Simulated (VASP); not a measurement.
# Cs (I4/mmm) in VASP: notebook

Runs on Cs. Level: PBE. Tasks: single point.

All numbers are computed with VASP 6.6.1; they aren't measurements. Logs are shortened: lines on timing, memory, paths and dates and some standing lists are left out, and cuts for length are marked.

### Step 1. The cell of the first run

It takes space group I4/mmm (No. 139, tetragonal). Conventional cell: a = 6.045 Å, b = 6.045 Å, c = 5.818 Å, α = 90.00°, β = 90.00°, γ = 90.00°.

### Step 2. Single point, PBE (strain -0.0375 x Voigt [0, 1, 0, 0, 0, 0])

INCAR

```
SYSTEM = Cs
PREC = Accurate ; ENCUT = 520
EDIFF = 1E-6 ; ISMEAR = 0
SIGMA = 0.15 ; LREAL = .False.
LASPH = .True. ; NELM = 80
ALGO = Fast ; ISIF = 2
LWAVE = .False. ; LCHARG = .False.
GGA = PE ; NBANDS = 10
```

KPOINTS

```
Automatic mesh
0
Gamma
  12 12 12
  0 0 0
```

POSCAR

```
Cs
1.0
   -3.0225000000      2.9091562500      3.0225000000
    3.0225000000     -2.9091562500      3.0225000000
    3.0225000000      2.9091562500     -3.0225000000
Cs
1
Direct
    0.0000000000      0.0000000000      0.0000000000
```

Potentials or basis: VASP PAW PBE potentials, release 64 (Cs_sv).

Command:

```bash
$ cat potpaw_PBE.64/Cs_sv/POTCAR > POTCAR
$ mpirun -np 1 vasp_std > vasp.out
```

OUTCAR:

```text
SYSTEM = Cs
   PREC = Accurate
   ENCUT = 520
   EDIFF = 1E-6
   ISMEAR = 0
   LREAL = .False.
   LASPH = .True.
   NELM = 80
   ISIF = 2
   GGA = PE

 ion  position               nearest neighbor table
   1  0.000  0.000  0.000-

  LATTYP: Found a body centered tetragonal cell.
 ALAT       =     6.0450000000
 C/A-ratio  =     0.9625000000

  Lattice vectors:

 A1 = (  -3.0225000000,  -2.9091562500,   3.0225000000)
 A2 = (   3.0225000000,  -2.9091562500,  -3.0225000000)
 A3 = (   3.0225000000,   2.9091562500,   3.0225000000)

Analysis of symmetry for initial positions (statically):
=====================================================================
 Subroutine PRICEL returns:
 Original cell was already a primitive cell.

 Routine SETGRP: Setting up the symmetry group for a
 body centered tetragonal supercell.

 Subroutine GETGRP returns: Found 16 space group operations
 (whereof 16 operations were pure point group operations)
 out of a pool of 16 trial point group operations.

The static configuration has the point symmetry D_4h.

Analysis of symmetry for dynamics (positions and initial velocities):
=====================================================================
 Subroutine PRICEL returns:
 Original cell was already a primitive cell.

 Routine SETGRP: Setting up the symmetry group for a
 body centered tetragonal supercell.

 Subroutine GETGRP returns: Found 16 space group operations
 (whereof 16 operations were pure point group operations)
 out of a pool of 16 trial point group operations.

The dynamic configuration has the point symmetry D_4h.

 Subroutine INISYM returns: Found 16 space group operations
 (whereof 16 operations are pure point group operations),
 and found     1 'primitive' translations

----------------------------------------------------------------------------------------

                                     Primitive cell

  volume of cell :     106.3065

  direct lattice vectors                    reciprocal lattice vectors
    -3.022500000  2.909156250  3.022500000     0.000000000  0.171871140  0.165425972
     3.022500000 -2.909156250  3.022500000     0.165425972  0.000000000  0.165425972
     3.022500000  2.909156250 -3.022500000     0.165425972  0.171871140  0.000000000

  length of vectors
     5.170512797  5.170512797  5.170512797     0.238548613  0.233947653  0.238548613

  position of ions in fractional coordinates (direct lattice)
     0.000000000  0.000000000  0.000000000

  ion indices of the primitive-cell ions
   primitive index   ion index
                 1           1

----------------------------------------------------------------------------------------

 KPOINTS: Automatic mesh

Automatic generation of k-mesh.
 Grid dimensions read from file:
 generate k-points for:   12   12   12

 Generating k-lattice:

  Cartesian coordinates                     Fractional coordinates (reciprocal lattice)
     0.000000000  0.014322595  0.013785498     0.083333333 -0.000000000  0.000000000
     0.013785498  0.000000000  0.013785498     0.000000000  0.083333333  0.000000000
     0.013785498  0.014322595  0.000000000     0.000000000 -0.000000000  0.083333333

  Length of vectors
     0.019879051  0.019495638  0.019879051

  Shift w.r.t. Gamma in fractional coordinates (k-lattice)
     0.000000000  0.000000000  0.000000000

 Subroutine IBZKPT returns following result:
 ===========================================

 Found    163 irreducible k-points:

 Following reciprocal coordinates:
            Coordinates               Weight
  0.000000  0.000000  0.000000      1.000000
  0.083333  0.000000  0.000000      8.000000
  0.166667  0.000000  0.000000      8.000000
  0.250000  0.000000  0.000000      8.000000
  0.333333  0.000000  0.000000      8.000000
  0.416667 -0.000000  0.000000      8.000000
[... 16 lines left out ...]
  0.333333  0.166667  0.000000     16.000000
  0.416667  0.166667  0.000000     16.000000
 [... further k-points ...]
   k-points           NKPTS =    163   k-points in BZ     NKDIM =    163   number of bands    NBANDS=     10
   number of dos      NEDOS =    301   number of ions     NIONS =      1
   total plane-waves  NPLWV =  64000
   dimension x,y,z NGX =    40 NGY =   40 NGZ =   40
   dimension x,y,z NGXF=    80 NGYF=   80 NGZF=   80
   ions per type =               1
   NGX,Y,Z   is equivalent  to a cutoff of  12.86, 12.86, 12.86 a.u.
   NGXF,Y,Z  is equivalent  to a cutoff of  25.72, 25.72, 25.72 a.u.
 SYSTEM =  Cs
   PREC   = accura    normal or accurate (medium, high low for compatibility)
   ISTART =      0    job   : 0-new  1-cont  2-samecut
   ICHARG =      2    charge: 1-file 2-atom 10-const
   ISPIN  =      1    spin polarized calculation?
   LNONCOLLINEAR =      F non collinear calculations
   LSORBIT =      F    spin-orbit coupling
   LASPH  =      T    aspherical Exc in radial PAW
   ENCUT  =  520.0 eV  38.22 Ry    6.18 a.u.   9.61  9.61  9.61*2*pi/ulx,y,z
   NELM   =     80;   NELMIN=  2; NELMDL= -5     # of ELM steps
   EDIFF  = 0.1E-05   stopping-criterion for ELM
   LREAL  =      F    real-space projection
   EDIFFG = 0.1E-04   stopping-criterion for IOM
   NSW    =      0    number of steps for IOM
   IBRION =     -1    ionic relax: 0-MD 1-quasi-New 2-CG
   NFREE  =      0    steps in history (QN), initial steepest desc. (CG)
   ISIF   =      2    stress and relaxation
   ISYM   =      2    0-nonsym 1-usesym 2-fastsym
   POTIM  = 0.5000    time-step for ionic-motion
   TEBEG  =    0.0;   TEEND  =   0.0 temperature during run
   PSTRESS=    0.0 pullay stress
   NELECT =       9.0000    total number of electrons
   NUPDOWN=      -1.0000    fix difference up-down
   EMIN   =  10.00;   EMAX   =-10.00  energy-range for DOS
   EFERMI =   0.00;   METHOD = LEGACY
   ISMEAR =     0;   SIGMA  =   0.15  broadening in eV -4-tet -1-fermi 0-gaus
   EFERMI_NEDOS =   21; number of points for ismear=-14 and -15
   IALGO  =     68    algorithm
   IMIX   =      4    mixing-type and parameters
     AMIX     =   0.40;   BMIX     =  1.00
     AMIX_MAG =   1.60;   BMIX_MAG =  1.00
  volume/ion in A,a.u.               =     106.31       717.39
  Fermi-wavevector in a.u.,A,eV,Ry     =   0.718846  1.358422  7.030666  0.516739
  Thomas-Fermi vector in A             =   1.807889
   LORBIT       =      0    0 simple, 1 ext, 2 COOP (PROOUT), +10 PAW based schemes
   GGA     = PE    functional components
   LHFCALC =     F    Hartree Fock is set to
   AEXX    =    0.0000 exact exchange contribution
   IVDW    =     0    specifies the selected vdW correction
   LEPSILON=     F    determine dielectric tensor
   LRPA    =     F    only Hartree local field effects (RPA)
 non-spin polarized calculation
 RMM-DIIS sequential band-by-band and
 Gauss-broadening in eV      SIGMA  =   0.15
  energy-cutoff  :      520.00
  volume of cell :      106.31
 maximum number of plane-waves:      2891
   NGX = 19   NGY = 19   NGZ = 19

 number of electron       9.0000000 magnetization

 Free energy of the ion-electron system (eV)
  ---------------------------------------------------
  ext. energy  EPLUGINS =         0.00000000
  ---------------------------------------------------
  free energy    TOTEN  =        -0.85028288 eV

  energy without entropy =       -0.83394927  energy(sigma->0) =       -0.84211607

 E-fermi :   0.6589     XC(G=0):  -5.6084

 val. band max:        0.6547136370   @ k =  -0.2500   0.4167   0.1667
 cond. band min:       0.6629276503   @ k =  -0.3333   0.4167   0.1667
 fundamental gap:      0.0082140133
 Fermi energy:         0.6588716641

 k-point     1 :       0.0000    0.0000    0.0000
  band No.  band energies     occupation
      1     -23.1577      2.00000
      2      -9.8871      2.00000
      3      -9.8871      2.00000
      4      -9.8868      2.00000
      5      -1.0995      2.00000
      6       3.0874      0.00000
      7       3.2599      0.00000
      8       3.2599      0.00000
      9       3.9893      0.00000
     10       4.2355      0.00000

 k-point     2 :       0.0833    0.0000    0.0000
  band No.  band energies     occupation
      1     -23.1571      2.00000
      2      -9.8995      2.00000
      3      -9.8912      2.00000
      4      -9.8871      2.00000
      5      -1.0148      2.00000
      6       3.0487      0.00000
      7       3.1780      0.00000
      8       3.2862      0.00000
      9       3.9397      0.00000
     10       4.1255      0.00000

 k-point     3 :       0.1667    0.0000    0.0000
  band No.  band energies     occupation
      1     -23.1553      2.00000
      2      -9.9333      2.00000
      3      -9.9023      2.00000
      4      -9.8877      2.00000
      5      -0.7703      2.00000
      6       2.8502      0.00000
      7       2.8625      0.00000
      8       3.5111      0.00000
      9       3.9127      0.00000
     10       4.0566      0.00000

 k-point     4 :       0.2500    0.0000    0.0000
  band No.  band energies     occupation
      1     -23.1528      2.00000
      2      -9.9785      2.00000
      3      -9.9174      2.00000
      4      -9.8884      2.00000
      5      -0.3956      2.00000
      6       2.4326      0.00000
      7       2.6104      0.00000
      8       3.9131      0.00000
      9       4.0204      0.00000
     10       4.0847      0.00000
[... 222 lines left out ...]
 k-point    22 :       0.2500    0.1667    0.0000
  band No.  band energies     occupation
      1     -23.1495      2.00000
      2     -10.0225      2.00000
      3      -9.9404      2.00000
      4      -9.9001      2.00000
      5       0.2422      1.99991
      6       1.9946      0.00000
      7       2.3028      0.00000
      8       3.8967      0.00000
      9       4.3525      0.00000
     10       4.6533      0.00000

 k-point    23 :       0.3333    0.1667    0.0000
  band No.  band energies     occupation
      1     -23.1479      2.00000
      2     -10.0425      2.00000
      3      -9.9567      2.00000
      4      -9.9023      2.00000
      5       0.6846      0.80830
      6       1.7547      0.00000
      7       2.1537      0.00000
      8       3.9106      0.00000
      9       4.4122      0.00000
     10       5.0085      0.00000

 k-point    24 :       0.4167    0.1667    0.0000
  band No.  band energies     occupation
      1     -23.1473      2.00000
      2     -10.0501      2.00000
      3      -9.9626      2.00000
      4      -9.9036      2.00000
      5       0.9259      0.01183
      6       1.6133      0.00000
      7       2.1036      0.00000
      8       3.8270      0.00000
      9       4.6202      0.00000
     10       5.0009      0.00000

 [... further k-points ...]

------------------------ aborting loop because EDIFF is reached ----------------------------------------

  FORCE on cell =-STRESS in cart. coord.  units (eV):
  Direction    XX          YY          ZZ          XY          YZ          ZX
  --------------------------------------------------------------------------------------
  -------------------------------------------------------------------------------------
  Total        0.1326556      0.1444814      0.1326556      0.0000000      0.0000000      0.0000000
  in kB        1.9992934      2.1775231      1.9992934      0.0000000      0.0000000      0.0000000
  external PRESSURE =       2.0587033 kB  Pullay stress =       0.0000000 kB

 VOLUME and BASIS-vectors are now :
 -----------------------------------------------------------------------------
  energy-cutoff  :      520.00
  volume of cell :      106.31
      direct lattice vectors                 reciprocal lattice vectors
    -3.022500000  2.909156250  3.022500000     0.000000000  0.171871140  0.165425972
     3.022500000 -2.909156250  3.022500000     0.165425972  0.000000000  0.165425972
     3.022500000  2.909156250 -3.022500000     0.165425972  0.171871140  0.000000000

 POSITION                                       TOTAL-FORCE (eV/Angst)
 -----------------------------------------------------------------------------------
      0.00000      0.00000      0.00000         0.000000      0.000000      0.000000
 -----------------------------------------------------------------------------------
    total drift:                               -0.000000      0.000000     -0.000000

  FREE ENERGIE OF THE ION-ELECTRON SYSTEM (eV)
  ---------------------------------------------------
  free  energy   TOTEN  =        -0.8502828775 eV

  energy  without entropy=       -0.8339492725  energy(sigma->0) =       -0.84211607
```

Run time: 4.9 min. Hardware: 1 thread of AMD EPYC 7R13, shared host; peak memory 0.31 GiB.

What came out:

```
Free energy            : -0.8503 eV
Pressure               : 0.2 GPa
Band gap on the k mesh : zero (an odd number of electrons rules out a gap without spin polarisation)
```

Caveat: the cell differs from its parent crystal (strain -0.0375 x Voigt [0, 1, 0, 0, 0, 0]); spin-orbit coupling is left out, which moves the levels of the heavy elements.

(Continued in part 2 of 2.)

The gap in the log of VASP goes by the Fermi energy; the results here count the filled bands.